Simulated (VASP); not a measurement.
Input of a VASP 6.6.1 run:

File POSCAR:

```
Pt
1.0
   -1.5842200000      1.5842200000      1.5842200000
    1.5842200000     -1.5842200000      1.5842200000
    1.5842200000      1.5842200000     -1.5842200000
Pt
1
Direct
    0.0000000000      0.0000000000      0.0000000000
```

Contents of INCAR.step1:

```
SYSTEM = Pt
ALGO = Normal ; EDIFF = 1E-4
ENCUT = 520 ; GGA = PE
ISMEAR = -1 ; LASPH = .TRUE.
LCHARG = .FALSE. ; LREAL = .FALSE.
LWAVE = .TRUE. ; NBANDS = 11
NELM = 100 ; PREC = Accurate
SIGMA = 0.08
```

INCAR.step2

```
SYSTEM = Pt
ALGO = Normal ; EDIFF = 1E-6
ENCUT = 520 ; ISIF = 2
ISMEAR = -1 ; ISTART = 1
LASPH = .TRUE. ; LCHARG = .FALSE.
LMIXTAU = .TRUE. ; LREAL = .FALSE.
LWAVE = .FALSE. ; METAGGA = R2SCAN
NBANDS = 11 ; NELM = 100
PREC = Accurate ; SIGMA = 0.08
```

Contents of KPOINTS:

```
k-points
0
G
  13 13 13
  0 0 0
```

Potentials or basis: VASP PAW PBE potentials, release 64 (Pt).

Run with:

```bash
$ cat potpaw_PBE.64/Pt/POTCAR > POTCAR
$ cp INCAR.step1 INCAR
$ mpirun -np 1 vasp_std > vasp.out
$ cp INCAR.step2 INCAR
$ mpirun -np 1 vasp_std > vasp.out
```

(1) Predict the pressure.

(2) What does it give for the band gap on the k mesh?

Results:

(1) -5.8 GPa.

(2) zero (band 5 reaches 10.79 eV, above the bottom of band 6 at 8.59 eV).

Caveat: the PAW data sets were made with another functional, which shifts forces and pressure a little; spin-orbit coupling is left out, which moves the levels of the heavy elements.
